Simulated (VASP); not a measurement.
Here is a VASP 6.6.1 calculation.

INCAR

```
ALGO = Normal
EDIFF = 1E-6
ENCUT = 600
GGA = PE
GGA_COMPAT = F
ISIF = 2
ISMEAR = 0
LASPH = T
LCHARG = T
LELF = T
LREAL = F
LVHAR = T
LWAVE = F
NBANDS = 41
NELM = 120
PREC = Accurate
SIGMA = 0.15
```

File KPOINTS:

```
k-points
0
Gamma
  2 2 2
```

POSCAR

```
MgCd3Se4
1.0
    5.7389786889      0.0000000000      0.0000000000
    0.0000000000      5.7389786889      0.0000000000
    0.0000000000      0.0000000000      5.7389786889
Mg Cd Se
1 3 4
Direct
    0.5000000000      0.5000000000      0.5000000000
    0.0000000000      0.0000000000      0.5000000000
    0.0000000000      0.5000000000      0.0000000000
    0.5000000000      0.0000000000      0.0000000000
    0.0000000000      0.0000000000      0.0000000000
    0.5000000000      0.5000000000      0.0000000000
    0.5000000000      0.0000000000      0.5000000000
    0.0000000000      0.5000000000      0.5000000000
```

Potentials or basis: VASP PAW PBE potentials, release 64 (Mg, Cd, Se).

Launch:

```bash
$ cat potpaw_PBE.64/Mg/POTCAR potpaw_PBE.64/Cd/POTCAR potpaw_PBE.64/Se/POTCAR > POTCAR
$ mpirun -np 1 vasp_std > vasp.out
```

**Question.** Estimate the pressure.

**Answer.** -0.6 GPa.

**Question.** Predict the band gap on the k mesh.

**Answer.** Zero (band 31 reaches 2.29 eV, above the bottom of band 32 at 1.96 eV).

Caveat: the k points lie up to 0.55 Å⁻¹ apart.
